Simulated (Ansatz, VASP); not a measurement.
Au: VASP beside Ansatz

File INCAR:

```
  PREC = Accurate
  ENCUT = 520
  EDIFF = 1E-7
  ISMEAR = -1
  SIGMA = 0.05
  LREAL = False
  LASPH = True
  NELM = 100
  ALGO = Normal
  ISIF = 2
  LWAVE = False
  LCHARG = True
  GGA = PE
  LELF = True
  LVHAR = True
  NBANDS = 12
```

The input KPOINTS:

```
regular mesh
0
Gamma
  9 9 9
```

POSCAR

```
Au
1.0
    0.0000000000      2.0350000000      2.0146500000
    2.0350000000      0.0000000000      2.0146500000
    2.0350000000      2.0350000000      0.0000000000
Au
1
Direct
    0.0000000000      0.0000000000      0.0000000000
```

Contents of input.yaml:

```yaml
crystal:
  lattice:
    - [0.0, 2.035, 2.01465]
    - [2.035, 0.0, 2.01465]
    - [2.035, 2.035, 0.0]
  atoms:
    - { symbol: Au, position: [0.0, 0.0, 0.0] }
hamiltonian:
  xc: pbe
  pseudopotentials: { kind: paw }
kpoints:
  mp_grid: { grid: [9, 9, 9] }
scf:
  occupations: { method: fermi_dirac, width: 0.05 }
output:
  forces: true
  stress: true
  eigenvalues: true
  write_density: true
  write_potential: true
  elf: true
  volumetric_format: npy
```

Alike in both runs: task single point; functional PBE; k mesh 9 × 9 × 9; occupations fermi-dirac, width 0.05 eV; no spin polarisation.

|  | VASP | Ansatz |
| --- | --- | --- |
| version | VASP 6.6.1 | Ansatz 0.2.0 |
| potentials or method | VASP PAW PBE potentials, release 64 (Au) | Ansatz PAW |
| plane-wave cutoff (eV) | 520 | 420 |
| valence electrons in the cell | 11 | 19 |

```csv
,VASP,Ansatz,Ansatz less VASP
gap on the k mesh at the Fermi level (eV),none,none,-
pressure (GPa),12.5,12.8,+0.34
"traceless stress, the component that is largest in VASP (GPa)",0.39,0.39,-0.002
```

A gap of «none» marks a metal or a gap that the smearing closes. VASP's potentials hold 11 valence electrons a cell and Ansatz's 19, so a difference there can come from the potentials and not from the codes.

Neither program's run includes spin-orbit coupling.
